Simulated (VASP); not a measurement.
Wanted: the native input for a VASP 6.6.1 run.

```
Task                   : single point
Functional             : r2SCAN
Potentials or basis    : VASP PAW PBE potentials, release 64 (Si, Ti_sv, O)
Cutoff                 : 520 eV
k mesh                 : 6 × 6 × 4
Occupations            : gaussian, width 0.01 eV
Spin                   : no spin polarisation
Dipole correction      : no
Further INCAR settings : ALGO = Normal; EDIFF = 1e-06; NBANDS = 56
```

The system is Ti3SiO8.

```
Si Ti O
1.0
     3.17875   -3.17026    0.00000
     3.17875    3.17026    0.00000
     0.00000    0.00000    5.78671
Si Ti O
1 3 8
Cartesian
  3.1787 0.0000 0.0000
  0.0000 0.0000 4.3747
  3.1787 0.0000 2.8934
  0.0000 0.0000 1.4120
  1.3322 0.0000 0.0000
  5.0253 0.0000 0.0000
  3.1787 -1.1908 4.4583
  3.1787 1.1908 4.4583
  1.2402 0.0000 2.8934
  5.1173 0.0000 2.8934
  3.1787 -1.1908 1.3284
  3.1787 1.1908 1.3284
```

These files were run (other wordings do the same):

POSCAR

```
Ti3SiO8
1.0
    3.1787471264     -3.1702595022      0.0000000000
    3.1787471264      3.1702595022      0.0000000000
    0.0000000000      0.0000000000      5.7867066174
Si Ti O
1 3 8
Direct
    0.5000000000      0.5000000000      0.0000000000
    0.0000000000      0.0000000000      0.7559920704
    0.5000000000      0.5000000000      0.5000000000
    0.0000000000      0.0000000000      0.2440079296
    0.2095489344      0.2095489344      0.0000000000
    0.7904510656      0.7904510656      0.0000000000
    0.6878077306      0.3121922694      0.7704360942
    0.3121922694      0.6878077306      0.7704360942
    0.1950829072      0.1950829072      0.5000000000
    0.8049170928      0.8049170928      0.5000000000
    0.6878077306      0.3121922694      0.2295639058
    0.3121922694      0.6878077306      0.2295639058
```

INCAR.step1

```
SYSTEM = Ti3SiO8
ALGO = Normal
EDIFF = 1E-4
ENCUT = 520
GGA = PE
ISMEAR = 0
LASPH = .TRUE.
LCHARG = .FALSE.
LREAL = .FALSE.
LWAVE = .TRUE.
NBANDS = 56
NELM = 100
PREC = Accurate
SIGMA = 0.01
```

INCAR.step2

```
SYSTEM = Ti3SiO8
ALGO = Normal
EDIFF = 1E-6
ENCUT = 520
ISIF = 2
ISMEAR = 0
ISTART = 1
LASPH = .TRUE.
LCHARG = .FALSE.
LMIXTAU = .TRUE.
LREAL = .FALSE.
LWAVE = .FALSE.
METAGGA = R2SCAN
NBANDS = 56
NELM = 100
PREC = Accurate
SIGMA = 0.01
```

KPOINTS

```
k-points
0
G
  6 6 4
  0 0 0
```

Potentials or basis: VASP PAW PBE potentials, release 64 (Si, Ti_sv, O).

Launch:

```sh
$ cat potpaw_PBE.64/Si/POTCAR potpaw_PBE.64/Ti_sv/POTCAR potpaw_PBE.64/O/POTCAR > POTCAR
$ cp INCAR.step1 INCAR
$ mpirun -np 1 vasp_std > vasp.out
$ cp INCAR.step2 INCAR
$ mpirun -np 1 vasp_std > vasp.out
```

Results of the run:

```json
{
 "Pressure": "1.1 GPa",
 "Largest force": "0.075 eV/Å",
 "Band gap on the k mesh": "1.99 eV"
}
```

Caveat: the PAW data sets were made with another functional, which shifts forces and pressure a little.

Run time: 13 min on 1 thread of AMD EPYC 9R45 96-Core Processor (Zen 5), on a shared host, peak memory 0.35 GiB.
